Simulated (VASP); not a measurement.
A run of VASP 6.6.1:

File INCAR:

```
SYSTEM = Si
PREC = Accurate
ENCUT = 520
EDIFF = 1E-6
ISMEAR = -1
SIGMA = 0.02
LREAL = .FALSE.
LASPH = .TRUE.
NELM = 80
ALGO = Normal
ISIF = 2
LWAVE = .FALSE.
LCHARG = .TRUE.
GGA = PS
LELF = .TRUE.
LVHAR = .TRUE.
NBANDS = 11
```

Contents of KPOINTS:

```
regular mesh
0
G
  6 6 6
  0 0 0
```

POSCAR

```
Si
1.0
    0.0000000000      2.6999922000      2.7409004823
    2.6999922000      0.0000000000      2.7409004823
    2.6999922000      2.6999922000      0.0000000000
Si
2
Direct
    0.7500000000      0.7500000000      0.7500000000
    0.5000000000      0.5000000000      0.5000000000
```

Potentials or basis: VASP PAW PBE potentials, release 64 (Si).

Run with:

```bash
$ cat potpaw_PBE.64/Si/POTCAR > POTCAR
$ mpirun -np 1 vasp_std > vasp.out
```

Hardware: 1 thread of Intel(R) Xeon(R) Platinum 8488C (Sapphire Rapids) (shared host).

Question: How long does it take, and how much memory?

Answer: Run time: 7.3 s on 1 thread of Intel(R) Xeon(R) Platinum 8488C (Sapphire Rapids), with other jobs on the host, peak memory 0.15 GiB. Counts: scf iterations 11, k points 30.
